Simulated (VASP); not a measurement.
Crystal: C.

```
C
1.0
     2.44049    0.00000    0.00000
    -1.22025    2.11353    0.00000
     0.00000    0.00000    8.17378
C
4
Cartesian
  0.0000 0.0000 0.0204
  0.0000 0.0000 4.1073
  0.0000 1.4090 0.0204
  1.2202 0.7045 4.1073
```

* Program: VASP 6.6.1
* Task: relaxation of shape and atoms at fixed volume
* Functional: PBE
* Potentials or basis: VASP PAW PBE potentials, release 64 (C)
* Cutoff: 600 eV
* k mesh: 18 × 18 × 6
* Occupations: gaussian, width 0.1 eV
* Spin: no spin polarisation

At the start: pressure 7.6 GPa; volume 10.54 Å³/atom.

Question: Where does the relaxation end?

Answer: Over 3 steps the energy falls by 8.1 meV/atom; space group P6_3/mmc (No. 194, to 0.1 Å) before and after.

Step by step:
```
step  energy change (eV)  largest force (eV/Å)  pressure (GPa)  volume (Å³)
   1              0.0000                0.0000            7.58        42.16
   2             -0.0318                0.0000           -1.07        42.16
   3             -0.0325                0.0000           -0.02        42.16
```

Final structure:
```yaml
crystal:
  lattice:
    - [2.46695, 0.00000, 0.00000]
    - [-1.23347, 2.13644, 0.00000]
    - [0.00000, 0.00000, 7.99941]
  atoms:
    - { symbol: C, position: [0.00000, 0.00000, 0.00250] }
    - { symbol: C, position: [0.00000, 0.00000, 0.50250] }
    - { symbol: C, position: [0.33333, 0.66667, 0.00250] }
    - { symbol: C, position: [0.66667, 0.33333, 0.50250] }
```

Where two steps share one volume, the run began anew on that cell with a basis built for it.

Caveat: this functional lacks dispersion, which binds layers or chains, so the pressure and a relaxed spacing across them are unreliable.
